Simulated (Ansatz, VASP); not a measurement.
## MgTe: VASP beside Ansatz

File INCAR:

```
SYSTEM = MgTe
ALGO = Normal ; EDIFF = 1E-6
ENCUT = 600 ; GGA = PE
GGA_COMPAT = .FALSE. ; ISIF = 2
ISMEAR = -1 ; LASPH = .TRUE.
LCHARG = .TRUE. ; LELF = .TRUE.
LREAL = .FALSE. ; LVHAR = .TRUE.
LWAVE = .FALSE. ; NBANDS = 16
NELM = 120 ; PREC = Accurate
SIGMA = 0.01
```

Contents of KPOINTS:

```
k-points
0
G
  4 4 2
  0 0 0
```

The input POSCAR:

```
MgTe
1.0
    4.6103720044      0.0000000000      0.0000000000
   -2.3051860022      3.9926994551      0.0000000000
    0.0000000000      0.0000000000      7.4041978533
Mg Te
2 2
Direct
    0.3333333333      0.6666666667      0.0040117027
    0.6666666667      0.3333333333      0.5040117027
    0.3333333333      0.6666666667      0.3809881323
    0.6666666667      0.3333333333      0.8809881323
```

Input for Ansatz:

```yaml
crystal:
  lattice:
    - [4.610372004426328, -2.497768103815961e-18, 6.355401288038621e-18]
    - [-2.305186002213164, 3.992699455120933, 3.1514619335764386e-18]
    - [1.0318132267067151e-17, 1.1865163132177905e-17, 7.404197853328398]
  atoms:
    - { symbol: Mg, position: [0.33333333333333337, 0.6666666666666667, 0.004011702725837098] }
    - { symbol: Mg, position: [0.6666666666666674, 0.33333333333333337, 0.5040117027258372] }
    - { symbol: Te, position: [0.33333333333333337, 0.6666666666666667, 0.380988132332941] }
    - { symbol: Te, position: [0.6666666666666674, 0.33333333333333337, 0.8809881323329416] }
basis:
  ecutwfc: 510.0
kpoints:
  mp_grid:
    grid: [4, 4, 2]
hamiltonian:
  xc: pbe
scf:
  occupations:
    method: fermi_dirac
    width: 0.01
output:
  forces: true
  stress: true
```

Alike in both runs: task single point; functional PBE; k mesh 4 × 4 × 2; occupations fermi-dirac, width 0.01 eV; no spin polarisation.

|  | VASP | Ansatz |
| --- | --- | --- |
| version | VASP 6.6.1 | Ansatz 0.2.0 |
| potentials or method | VASP PAW PBE potentials, release 64 (Mg, Te), cutoff 600 eV | plane waves, PAW |
| valence electrons in the cell | 16 | 52 |

|  | VASP | Ansatz | Ansatz less VASP |
| --- | --- | --- | --- |
| pressure (GPa) | 0.5 | 0.5 | +0.01 |
| traceless stress, the component that is largest in VASP (GPa) | 0.40 | 0.40 | -0.005 |
| rms of the force components (eV/Å) | 0.036 | 0.036 | +0.0001 |

Atom by atom the forces differ by 0.000 eV/Å (rms over components). VASP's potentials hold 16 valence electrons a cell and Ansatz's 52, so a difference there can come from the potentials and not from the codes.

The k mesh is coarse, so the values compare programs but aren't converged. Spin-orbit coupling is off throughout.
